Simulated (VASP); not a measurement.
# Ca3Lu (Pm-3m) in VASP: a series of runs

Ca3Lu is run at these levels: PBE, PBE+D3(BJ), PBE+D4; tasks: relaxation of cell and atoms, single point.

Program: VASP 6.6.1. These are calculated values, not measurements. Logs are shortened: lines on timing, memory, paths and dates and some standing lists are left out, and cuts for length are marked.

## Step 1: The cell of the first run

The structure is cubic, space group Pm-3m (No. 221). The conventional cell has a = 5.362 Å, b = 5.362 Å, c = 5.362 Å, α = 90.00°, β = 90.00°, γ = 90.00°. Within 5.0 Å of Lu (site symmetry m-3m) lie 12 Ca at 3.79 Å. Ca (site symmetry 4/mmm) has 4 Lu at 3.79 Å and 8 Ca at 3.79 Å within 5.0 Å.

## Step 2: Relaxation of cell and atoms, PBE

INCAR reads:

```
SYSTEM = Ca3Lu
  ALGO = Normal
  EDIFF = 1E-6
  EDIFFG = -0.01
  ENCUT = 600
  GGA = PE
  IBRION = 2
  ISIF = 3
  ISMEAR = -1
  LASPH = .TRUE.
  LCHARG = .FALSE.
  LREAL = .FALSE.
  LWAVE = .FALSE.
  NELM = 80
  NSW = 60
  PREC = Accurate
  SIGMA = 0.05
```

KPOINTS reads:

```
k-points
0
G
  5 5 5
  0 0 0
```

POSCAR reads:

```
Ca3Lu
1.0
    5.3617750000      0.0000000000      0.0000000000
    0.0000000000      5.3617750000      0.0000000000
    0.0000000000      0.0000000000      5.3617750000
Lu Ca
1 3
Direct
    0.5000000000      0.5000000000      0.5000000000
    0.0000000000      0.0000000000      0.5000000000
    0.0000000000      0.5000000000      0.0000000000
    0.5000000000      0.0000000000      0.0000000000
```

Potentials or basis: VASP PAW PBE potentials, release 64 (Lu, Ca_sv).

The run is started by

```console
> cat potpaw_PBE.64/Lu/POTCAR potpaw_PBE.64/Ca_sv/POTCAR > POTCAR
> mpirun -np 1 vasp_std > vasp.out
```

OUTCAR:

```text
SYSTEM = Ca3Lu
   EDIFF = 1E-6
   EDIFFG = -0.01
   ENCUT = 600
   GGA = PE
   IBRION = 2
   ISIF = 3
   ISMEAR = -1
   LASPH = .TRUE.
   LREAL = .FALSE.
   NELM = 80
   NSW = 60
   PREC = Accurate

 ion  position               nearest neighbor table
   1  0.500  0.500  0.500-
   2  0.000  0.000  0.500-
   3  0.000  0.500  0.000-
   4  0.500  0.000  0.000-

  LATTYP: Found a simple cubic cell.
 ALAT       =     5.3617750000

  Lattice vectors:

 A1 = (   5.3617750000,   0.0000000000,   0.0000000000)
 A2 = (   0.0000000000,   5.3617750000,   0.0000000000)
 A3 = (   0.0000000000,   0.0000000000,   5.3617750000)

Analysis of symmetry for initial positions (statically):
=====================================================================
 Subroutine PRICEL returns:
 Original cell was already a primitive cell.

 Routine SETGRP: Setting up the symmetry group for a
 simple cubic supercell.

 Subroutine GETGRP returns: Found 48 space group operations
 (whereof 48 operations were pure point group operations)
 out of a pool of 48 trial point group operations.

The static configuration has the point symmetry O_h .

Analysis of symmetry for dynamics (positions and initial velocities):
=====================================================================
 Subroutine PRICEL returns:
 Original cell was already a primitive cell.

 Routine SETGRP: Setting up the symmetry group for a
 simple cubic supercell.

 Subroutine GETGRP returns: Found 48 space group operations
 (whereof 48 operations were pure point group operations)
 out of a pool of 48 trial point group operations.

The dynamic configuration has the point symmetry O_h .

 Subroutine INISYM returns: Found 48 space group operations
 (whereof 48 operations are pure point group operations),
 and found     1 'primitive' translations

----------------------------------------------------------------------------------------

                                     Primitive cell

  volume of cell :     154.1437

  direct lattice vectors                    reciprocal lattice vectors
     5.361775000  0.000000000  0.000000000     0.186505402  0.000000000  0.000000000
     0.000000000  5.361775000  0.000000000     0.000000000  0.186505402  0.000000000
     0.000000000  0.000000000  5.361775000     0.000000000  0.000000000  0.186505402

  length of vectors
     5.361775000  5.361775000  5.361775000     0.186505402  0.186505402  0.186505402

  position of ions in fractional coordinates (direct lattice)
     0.500000000  0.500000000  0.500000000
     0.000000000  0.000000000  0.500000000
     0.000000000  0.500000000  0.000000000
     0.500000000  0.000000000  0.000000000

  ion indices of the primitive-cell ions
   primitive index   ion index
                 1           1
                 2           2
                 3           3
                 4           4

----------------------------------------------------------------------------------------

 KPOINTS: k-points

Automatic generation of k-mesh.
 Grid dimensions read from file:
 generate k-points for:    5    5    5

 Generating k-lattice:

  Cartesian coordinates                     Fractional coordinates (reciprocal lattice)
     0.037301080  0.000000000  0.000000000     0.200000000  0.000000000  0.000000000
     0.000000000  0.037301080  0.000000000     0.000000000  0.200000000  0.000000000
     0.000000000  0.000000000  0.037301080     0.000000000  0.000000000  0.200000000

  Length of vectors
     0.037301080  0.037301080  0.037301080

  Shift w.r.t. Gamma in fractional coordinates (k-lattice)
     0.000000000  0.000000000  0.000000000

 Subroutine IBZKPT returns following result:
 ===========================================

 Found     10 irreducible k-points:

 Following reciprocal coordinates:
            Coordinates               Weight
  0.000000  0.000000  0.000000      1.000000
  0.200000  0.000000  0.000000      6.000000
  0.400000  0.000000  0.000000      6.000000
  0.200000  0.200000  0.000000     12.000000
  0.400000  0.200000  0.000000     24.000000
  0.400000  0.400000  0.000000     12.000000
  0.200000  0.200000  0.200000      8.000000
  0.400000  0.200000  0.200000     24.000000
  0.400000  0.400000  0.200000     24.000000
  0.400000  0.400000  0.400000      8.000000
   k-points           NKPTS =     10   k-points in BZ     NKDIM =     10   number of bands    NBANDS=     33
   number of dos      NEDOS =    301   number of ions     NIONS =      4
   total plane-waves  NPLWV = 110592
   dimension x,y,z NGX =    48 NGY =   48 NGZ =   48
   dimension x,y,z NGXF=    96 NGYF=   96 NGZF=   96
   ions per type =               1   3
   NGX,Y,Z   is equivalent  to a cutoff of  14.88, 14.88, 14.88 a.u.
   NGXF,Y,Z  is equivalent  to a cutoff of  29.77, 29.77, 29.77 a.u.
 SYSTEM =  Ca3Lu
   PREC   = accura    normal or accurate (medium, high low for compatibility)
   ISTART =      0    job   : 0-new  1-cont  2-samecut
   ICHARG =      2    charge: 1-file 2-atom 10-const
   ISPIN  =      1    spin polarized calculation?
   LNONCOLLINEAR =      F non collinear calculations
   LSORBIT =      F    spin-orbit coupling
   LASPH  =      T    aspherical Exc in radial PAW
   ENCUT  =  600.0 eV  44.10 Ry    6.64 a.u.  10.71 10.71 10.71*2*pi/ulx,y,z
   NELM   =     80;   NELMIN=  2; NELMDL= -5     # of ELM steps
   EDIFF  = 0.1E-05   stopping-criterion for ELM
   LREAL  =      F    real-space projection
   EDIFFG = -.1E-01   stopping-criterion for IOM
   NSW    =     60    number of steps for IOM
   IBRION =      2    ionic relax: 0-MD 1-quasi-New 2-CG
   NFREE  =      1    steps in history (QN), initial steepest desc. (CG)
   ISIF   =      3    stress and relaxation
   ISYM   =      2    0-nonsym 1-usesym 2-fastsym
   POTIM  = 0.5000    time-step for ionic-motion
   TEBEG  =    0.0;   TEEND  =   0.0 temperature during run
   PSTRESS=    0.0 pullay stress
   NELECT =      55.0000    total number of electrons
   NUPDOWN=      -1.0000    fix difference up-down
   EMIN   =  10.00;   EMAX   =-10.00  energy-range for DOS
   EFERMI =   0.00;   METHOD = LEGACY
   ISMEAR =    -1;   SIGMA  =   0.05  broadening in eV -4-tet -1-fermi 0-gaus
   EFERMI_NEDOS =   21; number of points for ismear=-14 and -15
   IALGO  =     38    algorithm
   IMIX   =      4    mixing-type and parameters
     AMIX     =   0.40;   BMIX     =  1.00
     AMIX_MAG =   1.60;   BMIX_MAG =  1.00
  volume/ion in A,a.u.               =      38.54       260.05
  Fermi-wavevector in a.u.,A,eV,Ry     =   1.161147  2.194249 18.344218  1.348262
  Thomas-Fermi vector in A             =   2.297722
   LORBIT       =      0    0 simple, 1 ext, 2 COOP (PROOUT), +10 PAW based schemes
   GGA     = PE    functional components
   LHFCALC =     F    Hartree Fock is set to
   AEXX    =    0.0000 exact exchange contribution
   IVDW    =     0    specifies the selected vdW correction
   LEPSILON=     F    determine dielectric tensor
   LRPA    =     F    only Hartree local field effects (RPA)
 conjugate gradient relaxation of ions
 non-spin polarized calculation
  energy-cutoff  :      600.00
  volume of cell :      154.14
 maximum number of plane-waves:      5177
 NGX is ok and might be reduce to    48
   NGX = 21   NGY = 21   NGZ = 21

 number of electron      54.9999993 magnetization

 Free energy of the ion-electron system (eV)
  ---------------------------------------------------
  ext. energy  EPLUGINS =         0.00000000
  ---------------------------------------------------
  free energy    TOTEN  =        -9.72032253 eV

  energy without entropy =       -9.66945722  energy(sigma->0) =       -9.69488987

 E-fermi :   2.0727     XC(G=0):  -8.3774

 val. band max:        2.0713075355   @ k =   0.4000   0.4000   0.4000
 cond. band min:       2.0841355795   @ k =   0.4000   0.0000   0.0000
 fundamental gap:      0.0128280440
 Fermi energy:         2.0726781849

 k-point     1 :       0.0000    0.0000    0.0000
  band No.  band energies     occupation
      1     -55.3723      2.00000
      2     -39.6039      2.00000
      3     -39.5831      2.00000
      4     -39.5831      2.00000
      5     -25.9744      2.00000
      6     -25.9744      2.00000
[... 25 lines left out ...]
     32       3.1648      0.00000
     33       3.1648      0.00000

 k-point     2 :       0.2000    0.0000    0.0000
  band No.  band energies     occupation
      1     -55.3723      2.00000
      2     -39.6021      2.00000
      3     -39.5848      2.00000
      4     -39.5831      2.00000
      5     -25.9747      2.00000
      6     -25.9744      2.00000
[... 25 lines left out ...]
     32       3.0478      0.00000
     33       3.2819      0.00000

 k-point     3 :       0.4000    0.0000    0.0000
  band No.  band energies     occupation
      1     -55.3723      2.00000
      2     -39.5981      2.00000
      3     -39.5888      2.00000
      4     -39.5830      2.00000
      5     -25.9751      2.00000
      6     -25.9742      2.00000
[... 25 lines left out ...]
     32       2.8357      0.00000
     33       3.6309      0.00000

 k-point     4 :       0.2000    0.2000    0.0000
  band No.  band energies     occupation
      1     -55.3723      2.00000
      2     -39.6005      2.00000
      3     -39.5855      2.00000
      4     -39.5840      2.00000
      5     -25.9748      2.00000
      6     -25.9745      2.00000
[... 25 lines left out ...]
     32       3.1446      0.00000
     33       3.1708      0.00000

 k-point     5 :       0.4000    0.2000    0.0000
  band No.  band energies     occupation
      1     -55.3723      2.00000
      2     -39.5967      2.00000
      3     -39.5889      2.00000
      4     -39.5843      2.00000
      5     -25.9752      2.00000
      6     -25.9746      2.00000
[... 100 lines left out ...]
 k-point     8 :       0.4000    0.2000    0.2000
  band No.  band energies     occupation
      1     -55.3723      2.00000
      2     -39.5956      2.00000
      3     -39.5889      2.00000
      4     -39.5854      2.00000
      5     -25.9752      2.00000
      6     -25.9747      2.00000
[... 25 lines left out ...]
     32       3.2083      0.00000
     33       3.4004      0.00000

 k-point     9 :       0.4000    0.4000    0.2000
  band No.  band energies     occupation
      1     -55.3723      2.00000
      2     -39.5927      2.00000
      3     -39.5893      2.00000
      4     -39.5878      2.00000
      5     -25.9754      2.00000
      6     -25.9753      2.00000
[... 25 lines left out ...]
     32       3.4414      0.00000
     33       3.6416      0.00000

 k-point    10 :       0.4000    0.4000    0.4000
  band No.  band energies     occupation
      1     -55.3723      2.00000
      2     -39.5912      2.00000
      3     -39.5893      2.00000
      4     -39.5893      2.00000
      5     -25.9755      2.00000
      6     -25.9755      2.00000
[... 25 lines left out ...]
     32       3.7824      0.00000
     33       3.8127      0.00000

------------------------ aborting loop because EDIFF is reached ----------------------------------------

  FORCE on cell =-STRESS in cart. coord.  units (eV):
  Direction    XX          YY          ZZ          XY          YZ          ZX
  --------------------------------------------------------------------------------------
  -------------------------------------------------------------------------------------
  Total        0.0335876      0.0335876      0.0335876      0.0000000     -0.0000000      0.0000000
  in kB        0.3491115      0.3491115      0.3491115      0.0000000     -0.0000000      0.0000000
  external PRESSURE =       0.3491115 kB  Pullay stress =       0.0000000 kB

 VOLUME and BASIS-vectors are now :
 -----------------------------------------------------------------------------
  energy-cutoff  :      600.00
  volume of cell :      154.14
      direct lattice vectors                 reciprocal lattice vectors
     5.361775000  0.000000000  0.000000000     0.186505402  0.000000000  0.000000000
     0.000000000  5.361775000  0.000000000     0.000000000  0.186505402  0.000000000
     0.000000000  0.000000000  5.361775000     0.000000000  0.000000000  0.186505402

 POSITION                                       TOTAL-FORCE (eV/Angst)
 -----------------------------------------------------------------------------------
      2.68089      2.68089      2.68089         0.000000      0.000000      0.000000
      0.00000      0.00000      2.68089         0.000000      0.000000      0.000000
      0.00000      2.68089      0.00000         0.000000      0.000000      0.000000
      2.68089      0.00000      0.00000         0.000000      0.000000      0.000000
 -----------------------------------------------------------------------------------
    total drift:                                0.000000     -0.000000      0.000000

  FREE ENERGIE OF THE ION-ELECTRON SYSTEM (eV)
  ---------------------------------------------------
  free  energy   TOTEN  =        -9.7203225255 eV

  energy  without entropy=       -9.6694572237  energy(sigma->0) =       -9.69488987

 reached required accuracy - stopping structural energy minimisation
```

Run time: 35 s. Hardware: 1 thread of Intel Xeon 6975P-C (Granite Rapids), shared host; peak memory 0.34 GiB.

What came out:

```yaml
Free_energy: -9.7203 eV
Pressure_after_relaxing: 0.0 GPa
Band_gap_on_the_k_mesh: zero (an odd number of electrons rules out a gap without spin polarisation)
```

Final structure:
```cif
data_structure
_symmetry_space_group_name_H-M 'P 1'
_symmetry_Int_Tables_number 1
_cell_length_a 5.3618
_cell_length_b 5.3618
_cell_length_c 5.3618
_cell_angle_alpha 90.000
_cell_angle_beta 90.000
_cell_angle_gamma 90.000
_cell_volume 154.14
loop_
_atom_site_label
_atom_site_type_symbol
_atom_site_fract_x
_atom_site_fract_y
_atom_site_fract_z
_atom_site_occupancy
Lu1 Lu 0.50000 0.50000 0.50000 1
Ca1 Ca 0.00000 0.00000 0.50000 1
Ca2 Ca 0.00000 0.50000 0.00000 1
Ca3 Ca 0.50000 0.00000 0.00000 1
```

Caveat: the relaxation stopped at its first step, so nothing moved; spin-orbit coupling is left out, which moves the levels of the heavy elements.

(Continued in part 2 of 2.)
